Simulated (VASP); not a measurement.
Write the native input for VASP 6.6.1 that does the following.

```
Task                               : single point
Functional                         : PBE-based screened hybrid with 25 % exact exchange
Potentials or basis                : VASP PAW PBE potentials, release 64 (Fe, O)
Cutoff                             : 520 eV
k mesh                             : 6 × 6 × 6
Occupations                        : fermi-dirac, width 0.05 eV
Spin                               : collinear spin, ferromagnetic start
Starting moments                   : [3.0, 0.0] μB
Dipole correction                  : no
Grid for exact exchange (PRECFOCK) : Normal
Share of exact exchange            : 0.25
Further INCAR settings             : ALGO = Normal; EDIFF = 1e-06; NBANDS = 18
Screening parameter                : 0.3 1/Å
```

Crystal: FeO.

```
Fe O
1.0
     0.00000    2.12938    2.12938
     2.12938    0.00000    2.12938
     2.12938    2.12938    0.00000
Fe O
1 1
Cartesian
  0.0000 0.0000 0.0000
  2.1294 2.1294 2.1294
```

These files were run (other wordings do the same):

POSCAR

```
FeO
1.0
    0.0000000000      2.1293759959      2.1293759959
    2.1293759959      0.0000000000      2.1293759959
    2.1293759959      2.1293759959      0.0000000000
Fe O
1 1
Direct
    0.0000000000      0.0000000000      0.0000000000
    0.5000000000      0.5000000000      0.5000000000
```

INCAR.step1

```
PREC = Accurate
ENCUT = 520
EDIFF = 1E-5
ISMEAR = -1
SIGMA = 0.05
LREAL = False
LASPH = True
NELM = 150
ALGO = Normal
ISIF = 2
LWAVE = True
LCHARG = False
ISPIN = 2
MAGMOM = 3 0
LORBIT = 11
LMAXMIX = 4
GGA = PE
NBANDS = 18
```

INCAR.step2

```
PREC = Accurate
ENCUT = 520
EDIFF = 1E-6
ISMEAR = -1
SIGMA = 0.05
LREAL = False
LASPH = True
NELM = 150
ALGO = Normal
ISIF = 2
LWAVE = False
LCHARG = False
ISPIN = 2
MAGMOM = 3 0
LORBIT = 11
LMAXMIX = 4
GGA = PE
LHFCALC = True
AEXX = 0.25
HFSCREEN = 0.3
PRECFOCK = Normal
ISTART = 1
NBANDS = 18
```

KPOINTS

```
Automatic mesh
0
Gamma
  6 6 6
```

Potentials or basis: VASP PAW PBE potentials, release 64 (Fe, O).

Launch:

```sh
$ cat potpaw_PBE.64/Fe/POTCAR potpaw_PBE.64/O/POTCAR > POTCAR
$ cp INCAR.step1 INCAR
$ mpirun -np 1 vasp_std > vasp.out
$ cp INCAR.step2 INCAR
$ mpirun -np 1 vasp_std > vasp.out
```

Results of the run:

```
Pressure                                              : 0.7 GPa
Band gap on the k mesh                                : zero (filled and empty bands overlap)
Net moment                                            : 4.00 μB per cell
Site moments                                          : Fe +3.72; O +0.26 μB
Valence electrons inside the program's atomic spheres : Fe 6.75; O 5.06
```

Caveat: the k points lie up to 0.43 Å⁻¹ apart, too coarse for converged energies and pressures of a metal; the PAW data sets were made with another functional, which shifts forces and pressure a little; a cell with one magnetic atom can't hold antiferromagnetic order, which such compounds often take.

Wall time 60 min on 1 thread of Intel Xeon 8259CL, on a shared host, peak memory 0.27 GiB.
